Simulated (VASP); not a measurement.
# Hf (R-3m) in VASP: further runs

Runs on Hf. Level: PBEsol. Tasks: single point.

All numbers are computed with VASP 6.6.1; they aren't measurements. Logs are shortened: lines on timing, memory, paths and dates and some standing lists are left out, and cuts for length are marked.

## 1. The cell of the first run

The structure is trigonal, space group R-3m (No. 166). The conventional cell has a = 4.305 Å, b = 4.305 Å, c = 10.544 Å, α = 90.00°, β = 90.00°, γ = 120.00°. Hf (site symmetry 3m) has 1 Hf at 1.69 Å within 2.2 Å.

## 2. Single point, PBEsol (shortest bond scaled by 0.64)

Input file INCAR:

```
ALGO     = Normal         # electronic algorithm
EDIFF    = 1E-6           # SCF threshold, eV
ENCUT    = 520            # plane-wave cutoff, eV
GGA      = PS             # functional
ISIF     = 2              # what is computed and relaxed
ISMEAR   = -1             # smearing method
LASPH    = T              # aspherical terms in the spheres
LCHARG   = F              # write CHGCAR
LREAL    = F              # projectors in reciprocal space
LWAVE    = F              # write WAVECAR
NBANDS   = 17             # bands
NELM     = 100            # most SCF steps
PREC     = Accurate       # precision mode
SIGMA    = 0.05           # smearing width, eV
```

Input file KPOINTS:

```
k-points
0
Gamma
  9 9 9
```

Input file POSCAR:

```
Hf
1.0
    0.0000000000      3.0438467722      3.0438467722
    3.0438467722      0.0000000000      3.0438467722
    3.0438467722      3.0438467722      0.0000000000
Hf
2
Direct
   -0.2600000000     -0.0800000000     -0.0800000000
    0.2600000000      0.0800000000      0.0800000000
```

Potentials or basis: VASP PAW PBE potentials, release 64 (Hf_pv).

Launch:

```bash
> cat potpaw_PBE.64/Hf_pv/POTCAR > POTCAR
> mpirun -np 1 vasp_std > vasp.out
```

OUTCAR:

```text
EDIFF = 1E-6
   ENCUT = 520
   GGA = PS
   ISIF = 2
   ISMEAR = -1
   LASPH = T
   LREAL = F
   NELM = 100
   PREC = Accurate

 ion  position               nearest neighbor table
   1  0.740  0.920  0.920-   2 1.69   2 3.08   2 3.08   2 3.08
   2  0.260  0.080  0.080-   1 1.69   1 3.08   1 3.08   1 3.08

 -----------------------------------------------------------------------------
|                                                                             |
|           W    W    AA    RRRRR   N    N  II  N    N   GGGG   !!!           |
|           W    W   A  A   R    R  NN   N  II  NN   N  G    G  !!!           |
|           W    W  A    A  R    R  N N  N  II  N N  N  G       !!!           |
|           W WW W  AAAAAA  RRRRR   N  N N  II  N  N N  G  GGG   !            |
|           WW  WW  A    A  R   R   N   NN  II  N   NN  G    G                |
|           W    W  A    A  R    R  N    N  II  N    N   GGGG   !!!           |
|                                                                             |
|     The distance between some ions is very small. Please check the          |
|     nearest-neighbor list in the OUTCAR file.                               |
|     I HOPE YOU KNOW WHAT YOU ARE DOING!                                     |
|                                                                             |
 -----------------------------------------------------------------------------

  LATTYP: Found a face centered cubic cell.
 ALAT       =     6.0876935444

  Lattice vectors:

 A1 = (   0.0000000000,   3.0438467722,   3.0438467722)
 A2 = (   3.0438467722,   0.0000000000,   3.0438467722)
 A3 = (   3.0438467722,   3.0438467722,   0.0000000000)

Analysis of symmetry for initial positions (statically):
=====================================================================
 Subroutine PRICEL returns:
 Original cell was already a primitive cell.

 Routine SETGRP: Setting up the symmetry group for a
 face centered cubic supercell.

 Subroutine GETGRP returns: Found 12 space group operations
 (whereof  4 operations were pure point group operations)
 out of a pool of 48 trial point group operations.

The static configuration has the point symmetry C_2h.
 The point group associated with its full space group is D_3d.

Analysis of symmetry for dynamics (positions and initial velocities):
=====================================================================
 Subroutine PRICEL returns:
 Original cell was already a primitive cell.

 Routine SETGRP: Setting up the symmetry group for a
 face centered cubic supercell.

 Subroutine GETGRP returns: Found 12 space group operations
 (whereof  4 operations were pure point group operations)
 out of a pool of 48 trial point group operations.

The dynamic configuration has the point symmetry C_2h.
 The point group associated with its full space group is D_3d.

 Subroutine INISYM returns: Found 12 space group operations
 (whereof  4 operations are pure point group operations),
 and found     1 'primitive' translations

----------------------------------------------------------------------------------------

                                     Primitive cell

  volume of cell :      56.4025

  direct lattice vectors                    reciprocal lattice vectors
     0.000000000  3.043846772  3.043846772    -0.164265825  0.164265825  0.164265825
     3.043846772  0.000000000  3.043846772     0.164265825 -0.164265825  0.164265825
     3.043846772  3.043846772  0.000000000     0.164265825  0.164265825 -0.164265825

  length of vectors
     4.304649387  4.304649387  4.304649387     0.284516754  0.284516754  0.284516754

  position of ions in fractional coordinates (direct lattice)
     0.740000000  0.920000000  0.920000000
     0.260000000  0.080000000  0.080000000

  ion indices of the primitive-cell ions
   primitive index   ion index
                 1           1
                 2           2

----------------------------------------------------------------------------------------

 KPOINTS: k-points

Automatic generation of k-mesh.
 Grid dimensions read from file:
 generate k-points for:    9    9    9

 Generating k-lattice:

  Cartesian coordinates                     Fractional coordinates (reciprocal lattice)
    -0.018251758  0.018251758  0.018251758     0.111111111  0.000000000  0.000000000
     0.018251758 -0.018251758  0.018251758     0.000000000  0.111111111  0.000000000
     0.018251758  0.018251758 -0.018251758     0.000000000  0.000000000  0.111111111

  Length of vectors
     0.031612973  0.031612973  0.031612973

  Shift w.r.t. Gamma in fractional coordinates (k-lattice)
     0.000000000  0.000000000  0.000000000

 Subroutine IBZKPT returns following result:
 ===========================================

 Found     85 irreducible k-points:

 Following reciprocal coordinates:
            Coordinates               Weight
  0.000000  0.000000  0.000000      1.000000
  0.111111  0.000000  0.000000      2.000000
  0.000000  0.111111  0.000000      6.000000
  0.222222  0.000000  0.000000      2.000000
  0.000000  0.222222  0.000000      6.000000
  0.333333  0.000000  0.000000      2.000000
[... 16 lines left out ...]
 -0.333333  0.111111  0.000000      6.000000
  0.000000 -0.333333  0.111111     12.000000
 [... further k-points ...]
   k-points           NKPTS =     85   k-points in BZ     NKDIM =     85   number of bands    NBANDS=     17
   number of dos      NEDOS =    301   number of ions     NIONS =      2
   total plane-waves  NPLWV =  32768
   dimension x,y,z NGX =    32 NGY =   32 NGZ =   32
   dimension x,y,z NGXF=    64 NGYF=   64 NGZF=   64
   ions per type =               2
   NGX,Y,Z   is equivalent  to a cutoff of  12.36, 12.36, 12.36 a.u.
   NGXF,Y,Z  is equivalent  to a cutoff of  24.72, 24.72, 24.72 a.u.
 SYSTEM =  unknown system
   PREC   = accura    normal or accurate (medium, high low for compatibility)
   ISTART =      0    job   : 0-new  1-cont  2-samecut
   ICHARG =      2    charge: 1-file 2-atom 10-const
   ISPIN  =      1    spin polarized calculation?
   LNONCOLLINEAR =      F non collinear calculations
   LSORBIT =      F    spin-orbit coupling
   LASPH  =      T    aspherical Exc in radial PAW
   ENCUT  =  520.0 eV  38.22 Ry    6.18 a.u.   8.00  8.00  8.00*2*pi/ulx,y,z
   NELM   =    100;   NELMIN=  2; NELMDL= -5     # of ELM steps
   EDIFF  = 0.1E-05   stopping-criterion for ELM
   LREAL  =      F    real-space projection
   EDIFFG = 0.1E-04   stopping-criterion for IOM
   NSW    =      0    number of steps for IOM
   IBRION =     -1    ionic relax: 0-MD 1-quasi-New 2-CG
   NFREE  =      0    steps in history (QN), initial steepest desc. (CG)
   ISIF   =      2    stress and relaxation
   ISYM   =      2    0-nonsym 1-usesym 2-fastsym
   POTIM  = 0.5000    time-step for ionic-motion
   TEBEG  =    0.0;   TEEND  =   0.0 temperature during run
   PSTRESS=    0.0 pullay stress
   NELECT =      20.0000    total number of electrons
   NUPDOWN=      -1.0000    fix difference up-down
   EMIN   =  10.00;   EMAX   =-10.00  energy-range for DOS
   EFERMI =   0.00;   METHOD = LEGACY
   ISMEAR =    -1;   SIGMA  =   0.05  broadening in eV -4-tet -1-fermi 0-gaus
   EFERMI_NEDOS =   21; number of points for ismear=-14 and -15
   IALGO  =     38    algorithm
   IMIX   =      4    mixing-type and parameters
     AMIX     =   0.40;   BMIX     =  1.00
     AMIX_MAG =   1.60;   BMIX_MAG =  1.00
  volume/ion in A,a.u.               =      28.20       190.31
  Fermi-wavevector in a.u.,A,eV,Ry     =   1.158738  2.189698 18.268196  1.342675
  Thomas-Fermi vector in A             =   2.295338
   LORBIT       =      0    0 simple, 1 ext, 2 COOP (PROOUT), +10 PAW based schemes
   GGA     = PS    functional components
   LHFCALC =     F    Hartree Fock is set to
   AEXX    =    0.0000 exact exchange contribution
   IVDW    =     0    specifies the selected vdW correction
   LEPSILON=     F    determine dielectric tensor
   LRPA    =     F    only Hartree local field effects (RPA)
 non-spin polarized calculation
  energy-cutoff  :      520.00
  volume of cell :       56.40
 maximum number of plane-waves:      1536
   NGX = 17   NGY = 17   NGZ = 17

 number of electron      20.0000002 magnetization

 Free energy of the ion-electron system (eV)
  ---------------------------------------------------
  ext. energy  EPLUGINS =         0.00000000
  ---------------------------------------------------
  free energy    TOTEN  =        -4.80429620 eV

  energy without entropy =       -4.78878018  energy(sigma->0) =       -4.79653819

 E-fermi :   1.8525     XC(G=0):  -9.7680

 val. band max:        1.8463187286   @ k =   0.0000   0.4444   0.0000
 cond. band min:       1.8647653659   @ k =   0.0000  -0.1111   0.1111
 fundamental gap:      0.0184466373
 Fermi energy:         1.8525453176

 k-point     1 :       0.0000    0.0000    0.0000
  band No.  band energies     occupation
      1     -34.6744      2.00000
      2     -29.3821      2.00000
      3     -29.3821      2.00000
      4     -26.3781      2.00000
      5     -26.3781      2.00000
      6     -21.6139      2.00000
[... 9 lines left out ...]
     16       8.9398      0.00000
     17       8.9398      0.00000

 k-point     2 :       0.1111    0.0000    0.0000
  band No.  band energies     occupation
      1     -34.6559      2.00000
      2     -29.3999      2.00000
      3     -29.3999      2.00000
      4     -26.3501      2.00000
      5     -26.3501      2.00000
      6     -21.6569      2.00000
[... 9 lines left out ...]
     16       9.5806      0.00000
     17       9.5809      0.00000

 k-point     3 :       0.0000    0.1111    0.0000
  band No.  band energies     occupation
      1     -34.6682      2.00000
      2     -29.3989      2.00000
      3     -29.3805      2.00000
      4     -26.3824      2.00000
      5     -26.3582      2.00000
      6     -21.6270      2.00000
[... 9 lines left out ...]
     16       8.7197      0.00000
     17       8.9284      0.00000

 k-point     4 :       0.2222    0.0000    0.0000
  band No.  band energies     occupation
      1     -34.6085      2.00000
      2     -29.4437      2.00000
      3     -29.4437      2.00000
      4     -26.2804      2.00000
      5     -26.2804      2.00000
      6     -21.7651      2.00000
[... 9 lines left out ...]
     16      10.5952      0.00000
     17      10.6044      0.00000

 k-point     5 :       0.0000    0.2222    0.0000
  band No.  band energies     occupation
      1     -34.6525      2.00000
      2     -29.4411      2.00000
      3     -29.3762      2.00000
      4     -26.3932      2.00000
      5     -26.3076      2.00000
      6     -21.6607      2.00000
[... 9 lines left out ...]
     16       7.8009      0.00000
     17       8.8841      0.00000

 k-point     6 :       0.3333    0.0000    0.0000
  band No.  band energies     occupation
      1     -34.5540      2.00000
      2     -29.4914      2.00000
      3     -29.4914      2.00000
      4     -26.2031      2.00000
      5     -26.2031      2.00000
      6     -21.8876      2.00000
[... 9 lines left out ...]
     16      10.5206      0.00000
     17      11.4030      0.00000
[... 281 lines left out ...]
 k-point    21 :       0.0000   -0.4444    0.1111
  band No.  band energies     occupation
      1     -34.6165      2.00000
      2     -29.5205      2.00000
      3     -29.3798      2.00000
      4     -26.4001      2.00000
      5     -26.2088      2.00000
      6     -21.7395      2.00000
[... 9 lines left out ...]
     16       8.5743      0.00000
     17       8.7802      0.00000

 k-point    22 :       0.1111    0.0000   -0.4444
  band No.  band energies     occupation
      1     -34.6102      2.00000
      2     -29.5212      2.00000
      3     -29.3889      2.00000
      4     -26.3813      2.00000
      5     -26.2084      2.00000
      6     -21.7536      2.00000
[... 9 lines left out ...]
     16       8.7745      0.00000
     17       8.8702      0.00000

 k-point    23 :      -0.3333    0.1111    0.0000
  band No.  band energies     occupation
      1     -34.5420      2.00000
      2     -29.5181      2.00000
      3     -29.4879      2.00000
      4     -26.2104      2.00000
      5     -26.1657      2.00000
      6     -21.9129      2.00000
[... 9 lines left out ...]
     16       9.7985      0.00000
     17      10.6051      0.00000

 k-point    24 :       0.0000   -0.3333    0.1111
  band No.  band energies     occupation
      1     -34.6283      2.00000
      2     -29.4925      2.00000
      3     -29.3835      2.00000
      4     -26.3923      2.00000
      5     -26.2494      2.00000
      6     -21.7119      2.00000
[... 9 lines left out ...]
     16       8.1719      0.00000
     17       8.3346      0.00000

 [... further k-points ...]

------------------------ aborting loop because EDIFF is reached ----------------------------------------

  FORCE on cell =-STRESS in cart. coord.  units (eV):
  Direction    XX          YY          ZZ          XY          YZ          ZX
  --------------------------------------------------------------------------------------
  -------------------------------------------------------------------------------------
  Total       28.1291284     28.1291284     28.1291284    -32.7619745     32.7619745    -32.7619745
  in kB      799.0399687    799.0399687    799.0399687   -930.6412461    930.6412461   -930.6412461
  external PRESSURE =     799.0399687 kB  Pullay stress =       0.0000000 kB

 VOLUME and BASIS-vectors are now :
 -----------------------------------------------------------------------------
  energy-cutoff  :      520.00
  volume of cell :       56.40
      direct lattice vectors                 reciprocal lattice vectors
     0.000000000  3.043846772  3.043846772    -0.164265825  0.164265825  0.164265825
     3.043846772  0.000000000  3.043846772     0.164265825 -0.164265825  0.164265825
     3.043846772  3.043846772  0.000000000     0.164265825  0.164265825 -0.164265825

 POSITION                                       TOTAL-FORCE (eV/Angst)
 -----------------------------------------------------------------------------------
      5.60068      5.05279      5.05279       -32.670437     32.670437     32.670437
      0.48702      1.03491      1.03491        32.670437    -32.670437    -32.670437
 -----------------------------------------------------------------------------------
    total drift:                                0.000000      0.000000      0.000000

  FREE ENERGIE OF THE ION-ELECTRON SYSTEM (eV)
  ---------------------------------------------------
  free  energy   TOTEN  =        -4.8042961958 eV

  energy  without entropy=       -4.7887801828  energy(sigma->0) =       -4.79653819
```

It took 23 s on 1 thread of Intel Xeon 6975P-C (Granite Rapids), shared host; peak memory 0.21 GiB.

What came out:

| Item | Value |
| --- | --- |
| Free energy | -4.8043 eV |
| Pressure | 79.9 GPa |
| Largest force | 56.587 eV/Å |
| Band gap on the k mesh | zero (band 10 reaches 2.68 eV, above the bottom of band 11 at 1.26 eV) |

Forces on the atoms (eV/Å):
```
Hf  -32.670  32.670  32.670
Hf   32.670 -32.670 -32.670
```

Levels at points of the mesh, in eV from the Fermi level:
```csv
k point,band 6,band 7,band 8,band 9,band 10,band 11,band 12,band 13,band 14,band 15
"(0.00, 0.00, 0.00)",-23.47,-4.65,-0.34,-0.34,0.19,0.19,2.35,4.18,4.38,4.38
```

Caveat: the cell differs from its parent crystal (shortest bond scaled by 0.64); the PAW data sets were made with another functional, which shifts forces and pressure a little; spin-orbit coupling is left out, which moves the levels of the heavy elements.

## 3. Single point, PBEsol (shortest bond scaled by 0.58)

Input file INCAR:

```
PREC = Accurate ; ENCUT = 520
EDIFF = 1E-6 ; ISMEAR = -1
SIGMA = 0.05 ; LREAL = F
LASPH = T ; NELM = 60
ALGO = Normal ; ISIF = 2
LWAVE = F ; LCHARG = T
GGA = PS ; LELF = T
LVHAR = T ; NBANDS = 17
```

Input file KPOINTS:

```
Automatic mesh
0
Gamma
  9 9 9
```

Input file POSCAR:

```
Hf
1.0
    0.0000000000      3.0438467722      3.0438467722
    3.0438467722      0.0000000000      3.0438467722
    3.0438467722      3.0438467722      0.0000000000
Hf
2
Direct
   -0.2825000000     -0.0725000000     -0.0725000000
    0.2825000000      0.0725000000      0.0725000000
```

Potentials or basis: VASP PAW PBE potentials, release 64 (Hf_pv).

Launch:

```bash
> cat potpaw_PBE.64/Hf_pv/POTCAR > POTCAR
> mpirun -np 1 vasp_std > vasp.out
```

Wall time 25 s (1 thread of Intel Xeon 6975P-C (Granite Rapids), shared host); peak memory 0.21 GiB.

The run converged. Its results:

- Free energy: 8.2803 eV
- Pressure: 153.0 GPa
- Largest force: 113.993 eV/Å
- Band gap on the k mesh: zero (band 10 reaches 2.17 eV, above the bottom of band 11 at 1.01 eV)

Forces on the atoms (eV/Å):
```
Hf  -65.814  65.814  65.814
Hf   65.814 -65.814 -65.814
```

Stress tensor (GPa, compression positive):
```
 153.01 -166.21 -166.21
-166.21  153.01  166.21
-166.21  166.21  153.01
```

Levels at points of the mesh, in eV from the Fermi level:
| k point | band 7 | band 8 | band 9 | band 10 | band 11 | band 12 | band 13 | band 14 |
| --- | --- | --- | --- | --- | --- | --- | --- | --- |
| (0.00, 0.00, 0.00) | -4.39 | -0.14 | -0.14 | -0.11 | -0.11 | 1.88 | 4.91 | 5.19 |

Caveat: the cell differs from its parent crystal (shortest bond scaled by 0.58); the PAW data sets were made with another functional, which shifts forces and pressure a little; spin-orbit coupling is left out, which moves the levels of the heavy elements.

(Continued in part 2 of 2.)
